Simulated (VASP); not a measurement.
Here is a VASP 6.6.1 calculation.

INCAR

```
SYSTEM = PIr
  PREC = Accurate
  ENCUT = 520
  EDIFF = 1E-6
  ISMEAR = 0
  SIGMA = 0.05
  LREAL = .FALSE.
  LASPH = .TRUE.
  NELM = 80
  ALGO = Normal
  ISIF = 2
  LWAVE = .FALSE.
  LCHARG = .FALSE.
  GGA = PE
  NBANDS = 14
```

Contents of KPOINTS:

```
regular mesh
0
G
  12 12 12
  0 0 0
```

POSCAR

```
PIr
1.0
    0.0000000000      2.6258420330      2.6783588737
    2.6258420330      0.0000000000      2.6783588737
    2.6258420330      2.6258420330      0.0000000000
Ir P
1 1
Direct
    0.0000000000      0.0000000000      0.0000000000
    0.2500000000      0.2500000000      0.2500000000
```

Potentials or basis: VASP PAW PBE potentials, release 64 (Ir, P).

Command:

```console
$ cat potpaw_PBE.64/Ir/POTCAR potpaw_PBE.64/P/POTCAR > POTCAR
$ mpirun -np 1 vasp_std > vasp.out
```

Task: Estimate the pressure.

Result: -2.9 GPa.

Task: What does it give for the band gap on the k mesh?

Result: Zero (band 7 reaches 10.14 eV, above the bottom of band 8 at 6.04 eV).

Stress tensor (GPa, compression positive):
```
-2.63  0.00  0.00
 0.00 -2.63  0.00
 0.00  0.00 -3.52
```

Caveat: spin-orbit coupling is left out, which moves the levels of the heavy elements.
